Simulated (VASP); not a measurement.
# Al2Pt (I4/mmm) in VASP: a series of runs

Al2Pt is run at these levels: PBEsol; tasks: single point.

All numbers are computed with VASP 6.6.1; they aren't measurements. Logs are shortened: lines on timing, memory, paths and dates and some standing lists are left out, and cuts for length are marked.

## (1) The cell of the first run

The structure is tetragonal, space group I4/mmm (No. 139). The conventional cell has a = 4.242 Å, b = 4.242 Å, c = 5.631 Å, α = 90.00°, β = 90.00°, γ = 90.00°. Al (site symmetry -4m2) has 4 Pt at 2.55 Å and 6 Al at 2.82 to 3.00 Å within 3.4 Å. Pt (site symmetry 4/mmm) has 8 Al at 2.55 Å within 3.4 Å.

## (2) Single point, PBEsol (uniaxial strain along c: -4.5 %, then relaxed in part)

The input, INCAR:

```
SYSTEM = Al2Pt
PREC = Accurate ; ENCUT = 520
EDIFF = 1E-7 ; ISMEAR = 0
SIGMA = 0.1 ; LREAL = .False.
LASPH = .True. ; NELM = 60
ALGO = Fast ; ISIF = 2
LWAVE = .False. ; LCHARG = .True.
GGA = PS ; LELF = .True.
LVHAR = .True. ; NBANDS = 25
```

The input, KPOINTS:

```
Automatic mesh
0
Gamma
  8 8 6
  0 0 0
```

The input, POSCAR:

```
Al2Pt
1.0
    2.9996845999      2.9996845999      0.0000000000
   -2.9996845999      2.9996845999      0.0000000000
    0.0000000000      0.0000000000      5.6311714326
Al Pt
4 2
Direct
    0.0000000000      0.5000000000      0.7500000000
    0.5000000000      0.0000000000      0.7500000000
    0.5000000000      0.0000000000      0.2500000000
    0.0000000000      0.5000000000      0.2500000000
    0.0000000000      0.0000000000      0.0000000000
    0.5000000000      0.5000000000      0.5000000000
```

Potentials or basis: VASP PAW PBE potentials, release 64 (Al, Pt).

Started as:

```console
cat potpaw_PBE.64/Al/POTCAR potpaw_PBE.64/Pt/POTCAR > POTCAR
mpirun -np 1 vasp_std > vasp.out
```

OUTCAR:

```text
SYSTEM = Al2Pt
   PREC = Accurate
   ENCUT = 520
   EDIFF = 1E-7
   ISMEAR = 0
   LREAL = .False.
   LASPH = .True.
   NELM = 60
   ISIF = 2
   GGA = PS

 ion  position               nearest neighbor table
   1  0.000  0.500  0.750-   5 2.55   6 2.55   5 2.55   6 2.55   4 2.82   4 2.82   2 3.00   2 3.00
                             2 3.00   2 3.00
   2  0.500  0.000  0.750-   5 2.55   6 2.55   6 2.55   5 2.55   3 2.82   3 2.82   1 3.00   1 3.00
                             1 3.00   1 3.00
   3  0.500  0.000  0.250-   5 2.55   6 2.55   6 2.55   5 2.55   2 2.82   2 2.82   4 3.00   4 3.00
                             4 3.00   4 3.00
   4  0.000  0.500  0.250-   5 2.55   6 2.55   5 2.55   6 2.55   1 2.82   1 2.82   3 3.00   3 3.00
                             3 3.00   3 3.00
   5  0.000  0.000  0.000-   1 2.55   2 2.55   3 2.55   4 2.55   1 2.55   4 2.55   2 2.55   3 2.55

   6  0.500  0.500  0.500-   1 2.55   2 2.55   3 2.55   4 2.55   2 2.55   3 2.55   1 2.55   4 2.55

  LATTYP: Found a simple tetragonal cell.
 ALAT       =     4.2421946440
 C/A-ratio  =     1.3274193914

  Lattice vectors:

 A1 = (   2.9996845999,   2.9996845999,   0.0000000000)
 A2 = (  -2.9996845999,   2.9996845999,   0.0000000000)
 A3 = (   0.0000000000,   0.0000000000,   5.6311714326)

Analysis of symmetry for initial positions (statically):
=====================================================================
 Subroutine PRICEL returns following result:

  LATTYP: Found a body centered tetragonal cell.
 ALAT       =     4.2421946440
 C/A-ratio  =     1.3274193914

  Lattice vectors:

 A1 = (   0.0000000000,  -2.9996845999,  -2.8155857163)
 A2 = (   0.0000000000,   2.9996845999,  -2.8155857163)
 A3 = (   2.9996845999,   0.0000000000,   2.8155857163)

   2 primitive cells build up your supercell.

 Routine SETGRP: Setting up the symmetry group for a
 simple tetragonal supercell.

 Subroutine GETGRP returns: Found 16 space group operations
 (whereof 16 operations were pure point group operations)
 out of a pool of 16 trial point group operations.

The static configuration has the point symmetry D_4h.

Analysis of symmetry for dynamics (positions and initial velocities):
=====================================================================
 Subroutine PRICEL returns following result:

  LATTYP: Found a body centered tetragonal cell.
 ALAT       =     4.2421946440
 C/A-ratio  =     1.3274193914

  Lattice vectors:

 A1 = (   0.0000000000,  -2.9996845999,  -2.8155857163)
 A2 = (   0.0000000000,   2.9996845999,  -2.8155857163)
 A3 = (   2.9996845999,   0.0000000000,   2.8155857163)

   2 primitive cells build up your supercell.

 Routine SETGRP: Setting up the symmetry group for a
 simple tetragonal supercell.

 Subroutine GETGRP returns: Found 16 space group operations
 (whereof 16 operations were pure point group operations)
 out of a pool of 16 trial point group operations.

The dynamic configuration has the point symmetry D_4h.

 Subroutine INISYM returns: Found 16 space group operations
 (whereof 16 operations are pure point group operations),
 and found     2 'primitive' translations

----------------------------------------------------------------------------------------

                                     Primitive cell

  volume of cell :      50.6699

  direct lattice vectors                    reciprocal lattice vectors
     0.000000000 -2.999684600 -2.815585716     0.166684191 -0.166684191 -0.177582944
     0.000000000  2.999684600 -2.815585716     0.166684191  0.166684191 -0.177582944
     2.999684600  0.000000000  2.815585716     0.333368381  0.000000000  0.000000000

  length of vectors
     4.114077129  4.114077129  4.114077129     0.295132074  0.295132074  0.333368381

  position of ions in fractional coordinates (direct lattice)
     0.750000000  0.250000000  0.500000000
     0.250000000  0.750000000  0.500000000
     0.000000000  0.000000000  0.000000000

  ion indices of the primitive-cell ions
   primitive index   ion index
                 1           1
                 2           4
                 3           5

----------------------------------------------------------------------------------------

 KPOINTS: Automatic mesh

Automatic generation of k-mesh.
 Grid dimensions read from file:
 generate k-points for:    8    8    6

 Generating k-lattice:

  Cartesian coordinates                     Fractional coordinates (reciprocal lattice)
     0.020835524  0.020835524  0.000000000     0.125000000  0.000000000  0.000000000
    -0.020835524  0.020835524  0.000000000     0.000000000  0.125000000  0.000000000
     0.000000000  0.000000000  0.029597157     0.000000000  0.000000000  0.166666667

  Length of vectors
     0.029465880  0.029465880  0.029597157

  Shift w.r.t. Gamma in fractional coordinates (k-lattice)
     0.000000000  0.000000000  0.000000000

 Subroutine IBZKPT returns following result:
 ===========================================

 Found     60 irreducible k-points:

 Following reciprocal coordinates:
            Coordinates               Weight
  0.000000  0.000000  0.000000      1.000000
  0.125000  0.000000  0.000000      4.000000
  0.250000  0.000000  0.000000      4.000000
  0.375000  0.000000  0.000000      4.000000
  0.500000  0.000000  0.000000      2.000000
  0.125000  0.125000  0.000000      4.000000
[... 16 lines left out ...]
  0.375000  0.125000  0.166667     16.000000
  0.500000  0.125000  0.166667      8.000000
 [... further k-points ...]
   k-points           NKPTS =     60   k-points in BZ     NKDIM =     60   number of bands    NBANDS=     25
   number of dos      NEDOS =    301   number of ions     NIONS =      6
   total plane-waves  NPLWV =  43008
   dimension x,y,z NGX =    32 NGY =   32 NGZ =   42
   dimension x,y,z NGXF=    64 NGYF=   64 NGZF=   84
   ions per type =               4   2
   NGX,Y,Z   is equivalent  to a cutoff of  12.54, 12.54, 12.40 a.u.
   NGXF,Y,Z  is equivalent  to a cutoff of  25.08, 25.08, 24.80 a.u.
 SYSTEM =  Al2Pt
   PREC   = accura    normal or accurate (medium, high low for compatibility)
   ISTART =      0    job   : 0-new  1-cont  2-samecut
   ICHARG =      2    charge: 1-file 2-atom 10-const
   ISPIN  =      1    spin polarized calculation?
   LNONCOLLINEAR =      F non collinear calculations
   LSORBIT =      F    spin-orbit coupling
   LASPH  =      T    aspherical Exc in radial PAW
   ENCUT  =  520.0 eV  38.22 Ry    6.18 a.u.   7.89  7.89 10.47*2*pi/ulx,y,z
   NELM   =     60;   NELMIN=  2; NELMDL= -5     # of ELM steps
   EDIFF  = 0.1E-06   stopping-criterion for ELM
   LREAL  =      F    real-space projection
   EDIFFG = 0.1E-05   stopping-criterion for IOM
   NSW    =      0    number of steps for IOM
   IBRION =     -1    ionic relax: 0-MD 1-quasi-New 2-CG
   NFREE  =      0    steps in history (QN), initial steepest desc. (CG)
   ISIF   =      2    stress and relaxation
   ISYM   =      2    0-nonsym 1-usesym 2-fastsym
   POTIM  = 0.5000    time-step for ionic-motion
   TEBEG  =    0.0;   TEEND  =   0.0 temperature during run
   PSTRESS=    0.0 pullay stress
   NELECT =      32.0000    total number of electrons
   NUPDOWN=      -1.0000    fix difference up-down
   EMIN   =  10.00;   EMAX   =-10.00  energy-range for DOS
   EFERMI =   0.00;   METHOD = LEGACY
   ISMEAR =     0;   SIGMA  =   0.10  broadening in eV -4-tet -1-fermi 0-gaus
   EFERMI_NEDOS =   21; number of points for ismear=-14 and -15
   IALGO  =     68    algorithm
   IMIX   =      4    mixing-type and parameters
     AMIX     =   0.40;   BMIX     =  1.00
     AMIX_MAG =   1.60;   BMIX_MAG =  1.00
  volume/ion in A,a.u.               =      16.89       113.98
  Fermi-wavevector in a.u.,A,eV,Ry     =   1.114803  2.106672 16.909130  1.242786
  Thomas-Fermi vector in A             =   2.251402
   LORBIT       =      0    0 simple, 1 ext, 2 COOP (PROOUT), +10 PAW based schemes
   GGA     = PS    functional components
   LHFCALC =     F    Hartree Fock is set to
   AEXX    =    0.0000 exact exchange contribution
   IVDW    =     0    specifies the selected vdW correction
   LEPSILON=     F    determine dielectric tensor
   LRPA    =     F    only Hartree local field effects (RPA)
 non-spin polarized calculation
 RMM-DIIS sequential band-by-band and
 Gauss-broadening in eV      SIGMA  =   0.10
  energy-cutoff  :      520.00
  volume of cell :      101.34
 maximum number of plane-waves:      2752
 NGX is ok and might be reduce to    32
   NGX = 15   NGY = 15   NGZ = 21

 number of electron      32.0000003 magnetization

 Free energy of the ion-electron system (eV)
  ---------------------------------------------------
  ext. energy  EPLUGINS =         0.00000000
  ---------------------------------------------------
  free energy    TOTEN  =       -35.46825858 eV

  energy without entropy =      -35.45879896  energy(sigma->0) =      -35.46352877

 E-fermi :   8.0312     XC(G=0): -10.8934

 val. band max:        8.0117607039   @ k =   0.2500   0.0000   0.3333
 cond. band min:       8.0588828024   @ k =   0.5000   0.2500   0.3333
 fundamental gap:      0.0471220984
 Fermi energy:         8.0312179455

 k-point     1 :       0.0000    0.0000    0.0000
  band No.  band energies     occupation
      1      -2.3651      2.00000
      2       1.6009      2.00000
      3       1.6674      2.00000
      4       2.6464      2.00000
      5       2.8046      2.00000
      6       2.9038      2.00000
[... 17 lines left out ...]
     24      13.7616      0.00000
     25      13.8566      0.00000

 k-point     2 :       0.1250    0.0000    0.0000
  band No.  band energies     occupation
      1      -2.2247      2.00000
      2       1.5629      2.00000
      3       1.8247      2.00000
      4       2.5488      2.00000
      5       2.8345      2.00000
      6       2.8521      2.00000
[... 17 lines left out ...]
     24      13.6912      0.00000
     25      13.8583      0.00000

 k-point     3 :       0.2500    0.0000    0.0000
  band No.  band energies     occupation
      1      -1.8111      2.00000
      2       1.2941      2.00000
      3       2.3014      2.00000
      4       2.3904      2.00000
      5       2.6643      2.00000
      6       2.9592      2.00000
[... 552 lines left out ...]
 k-point    23 :       0.3750    0.1250    0.1667
  band No.  band energies     occupation
      1      -0.8972      2.00000
      2       0.7021      2.00000
      3       2.0024      2.00000
      4       2.3108      2.00000
      5       2.9707      2.00000
      6       3.1284      2.00000
[... 17 lines left out ...]
     24      14.3888      0.00000
     25      14.5716      0.00000

 k-point    24 :       0.5000    0.1250    0.1667
  band No.  band energies     occupation
      1      -0.0908      2.00000
      2      -0.0908      2.00000
      3       2.1601      2.00000
      4       2.1601      2.00000
      5       3.0545      2.00000
      6       3.0545      2.00000
[... 17 lines left out ...]
     24      14.3429      0.00000
     25      15.1630      0.00000

 [... further k-points ...]
[... 5 lines left out ...]
  --------------------------------------------------------------------------------------
  -------------------------------------------------------------------------------------
  Total       -0.0457356     -0.0457356      3.0653000      0.0000000      0.0000000      0.0000000
  in kB       -0.7230781     -0.7230781     48.4622564      0.0000000      0.0000000      0.0000000
  external PRESSURE =      15.6720334 kB  Pullay stress =       0.0000000 kB

 VOLUME and BASIS-vectors are now :
 -----------------------------------------------------------------------------
  energy-cutoff  :      520.00
  volume of cell :      101.34
      direct lattice vectors                 reciprocal lattice vectors
     2.999684600  2.999684600  0.000000000     0.166684191  0.166684191  0.000000000
    -2.999684600  2.999684600  0.000000000    -0.166684191  0.166684191  0.000000000
     0.000000000  0.000000000  5.631171433     0.000000000  0.000000000  0.177582944

 POSITION                                       TOTAL-FORCE (eV/Angst)
 -----------------------------------------------------------------------------------
     -1.49984      1.49984      4.22338         0.000000      0.000000     -0.000000
      1.49984      1.49984      4.22338         0.000000     -0.000000     -0.000000
      1.49984      1.49984      1.40779         0.000000      0.000000     -0.000000
     -1.49984      1.49984      1.40779         0.000000      0.000000     -0.000000
      0.00000      0.00000      0.00000        -0.000000     -0.000000     -0.000000
      0.00000      2.99968      2.81559        -0.000000      0.000000      0.000000
 -----------------------------------------------------------------------------------
    total drift:                               -0.000000      0.000000     -0.000000

  FREE ENERGIE OF THE ION-ELECTRON SYSTEM (eV)
  ---------------------------------------------------
  free  energy   TOTEN  =       -35.4682585757 eV

  energy  without entropy=      -35.4587989627  energy(sigma->0) =      -35.46352877
```

It took 84 s on 1 thread of Intel Xeon Platinum 8559C (Emerald Rapids), shared host; peak memory 0.28 GiB.

Results:

- Free energy: -35.4683 eV
- Pressure: 1.6 GPa
- Band gap on the k mesh: zero (bands 16 and 17 overlap by 4.06 eV)

Caveat: the cell differs from its parent crystal (uniaxial strain along c: -4.5 %, then relaxed in part); the PAW data sets were made with another functional, which shifts forces and pressure a little; spin-orbit coupling is left out, which moves the levels of the heavy elements.

## (3) Single point, PBEsol (uniaxial strain along c: -3.0 %, then relaxed in part)

The input, INCAR:

```
SYSTEM = Al2Pt
  PREC = Accurate
  ENCUT = 520
  EDIFF = 1E-7
  ISMEAR = 0
  SIGMA = 0.1
  LREAL = .False.
  LASPH = .True.
  NELM = 100
  ALGO = Fast
  ISIF = 2
  LWAVE = .False.
  LCHARG = .False.
  GGA = PS
  NBANDS = 25
```

The input, KPOINTS:

```
regular mesh
0
Gamma
  8 8 6
  0 0 0
```

POSCAR, as its differences from that of step 2:

```diff
@@ -2,5 +2,5 @@
 1.0
-    2.9996845999      2.9996845999      0.0000000000
-   -2.9996845999      2.9996845999      0.0000000000
-    0.0000000000      0.0000000000      5.6311714326
+    2.9831520385      2.9831520385      0.0000000000
+   -2.9831520385      2.9831520385      0.0000000000
+    0.0000000000      0.0000000000      5.7196191514
 Al Pt
```

Potentials or basis: VASP PAW PBE potentials, release 64 (Al, Pt).

Started as:

```console
cat potpaw_PBE.64/Al/POTCAR potpaw_PBE.64/Pt/POTCAR > POTCAR
mpirun -np 1 vasp_std > vasp.out
```

It took 89 s on 1 thread of Intel Xeon Platinum 8559C (Emerald Rapids), shared host; peak memory 0.29 GiB.

The run converged. Its results:

* Free energy: -35.5067 eV
* Pressure: 0.9 GPa
* Band gap on the k mesh: zero (bands 16 and 17 overlap by 4.32 eV)

Stress tensor (GPa, compression positive):
```
-0.06  0.00  0.00
 0.00 -0.06  0.00
 0.00  0.00  2.85
```

Levels at points of the mesh, in eV from the Fermi level:
| k point | band 13 | band 14 | band 15 | band 16 | band 17 | band 18 | band 19 | band 20 |
| --- | --- | --- | --- | --- | --- | --- | --- | --- |
| (0.00, 0.00, 0.00) | -3.29 | -1.82 | -1.82 | 2.92 | 3.08 | 3.16 | 3.68 | 3.68 |
| (0.50, 0.00, 0.00) | -2.31 | -2.31 | -1.10 | -1.10 | 1.13 | 1.13 | 3.48 | 3.48 |
| (0.50, 0.50, 0.00) | -3.22 | -3.22 | -1.73 | -1.73 | -1.40 | -1.40 | 3.40 | 3.40 |
| (0.00, 0.00, 0.50) | 0.30 | 0.30 | 0.40 | 0.40 | 0.40 | 0.40 | 2.91 | 2.91 |
| (0.50, 0.00, 0.50) | -3.53 | -3.53 | 0.84 | 0.84 | 1.12 | 1.12 | 3.78 | 3.78 |
| (0.50, 0.50, 0.50) | -2.85 | -2.85 | -2.85 | -2.85 | -0.84 | -0.84 | 5.44 | 5.44 |

Caveat: the cell differs from its parent crystal (uniaxial strain along c: -3.0 %, then relaxed in part); the PAW data sets were made with another functional, which shifts forces and pressure a little; spin-orbit coupling is left out, which moves the levels of the heavy elements.

[end of part 1 of 2]

The gap in the log of VASP goes by the Fermi energy; the results here count the filled bands.